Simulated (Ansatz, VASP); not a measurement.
# One calculation of HfC, two programs

File INCAR:

```
SYSTEM = HfC
PREC = Accurate
ENCUT = 520
EDIFF = 1E-6
ISMEAR = -1
SIGMA = 0.05
LREAL = .FALSE.
LASPH = .TRUE.
NELM = 150
ALGO = Normal
ISIF = 2
LWAVE = .FALSE.
LCHARG = .FALSE.
LMAXMIX = 4
LDAU = .TRUE.
LDAUTYPE = 2
LDAUL = 2 -1
LDAUU = 8 0
LDAUJ = 0 0
LDAUPRINT = 1
GGA = PS
NBANDS = 22
```

The input KPOINTS:

```
regular mesh
0
G
  9 9 5
  0 0 0
```

Contents of POSCAR:

```
HfC
1.0
    3.3428660531      0.0000000000      0.0000000000
   -1.6714330265      2.8950069234      0.0000000000
    0.0000000000      0.0000000000      5.2027140000
Hf C
2 2
Direct
    0.3333333333      0.6666666667      0.2500000000
    0.6666666667      0.3333333333      0.7500000000
    0.0000000000      0.0000000000      0.5000000000
    0.0000000000      0.0000000000      0.0000000000
```

input.yaml

```yaml
crystal:
  lattice:
    - [3.3428660531, 0.0, 0.0]
    - [-1.6714330265, 2.8950069234, 0.0]
    - [0.0, 0.0, 5.202714]
  atoms:
    - { symbol: Hf, position: [0.3333333333, 0.6666666667, 0.25] }
    - { symbol: Hf, position: [0.6666666667, 0.3333333333, 0.75] }
    - { symbol: C, position: [0.0, 0.0, 0.5] }
    - { symbol: C, position: [0.0, 0.0, 0.0] }
hamiltonian:
  xc: pbesol
  pseudopotentials: { kind: paw }
  hubbard: { sites: [{ species: Hf, l: d, u_eff: 8.0 }] }
kpoints:
  mp_grid: { grid: [9, 9, 5] }
scf:
  occupations: { method: fermi_dirac, width: 0.05 }
  n_extra_bands: 10
output:
  forces: true
  stress: true
  eigenvalues: true
  dos: { projected: true, de: 0.05, nscf_kmesh: { grid: [14, 14, 8] } }
  write_density: true
  write_potential: true
  elf: true
  volumetric_format: npy
```

Alike in both runs: functional PBEsol; k mesh 9 × 9 × 5; occupations fermi-dirac, width 0.05 eV; no spin polarisation; Hubbard terms Hf d U = 8.0 eV.

```csv
,VASP,Ansatz
version,VASP 6.6.1,Ansatz 0.2.0
potentials or method,"VASP PAW PBE potentials, release 64 (Hf_pv, C)",Ansatz PAW
plane-wave cutoff (eV),520,420
valence electrons in the cell,28,60
task,single point,projected density of states
```

VASP gave:

| Quantity | Value |
| --- | --- |
| gap on the k mesh at the Fermi level (eV) | none |
| pressure (GPa) | 22.1 |
| traceless stress, the component that is largest in VASP (GPa) | 6.52 |

Question: Which values does Ansatz return?

Answer: gap on the k mesh at the Fermi level (eV): none; pressure (GPa): 5.9; traceless stress, the component that is largest in VASP (GPa): 10.11.

VASP's potentials were made for PBE, not for PBEsol. The programs project onto different local orbitals, so the same U acts differently, and such runs can settle in different states. A gap of «none» marks a metal or a gap that the smearing closes. VASP's potentials hold 28 valence electrons a cell and Ansatz's 60, so a difference there can come from the potentials and not from the codes.

Neither program's run includes spin-orbit coupling.
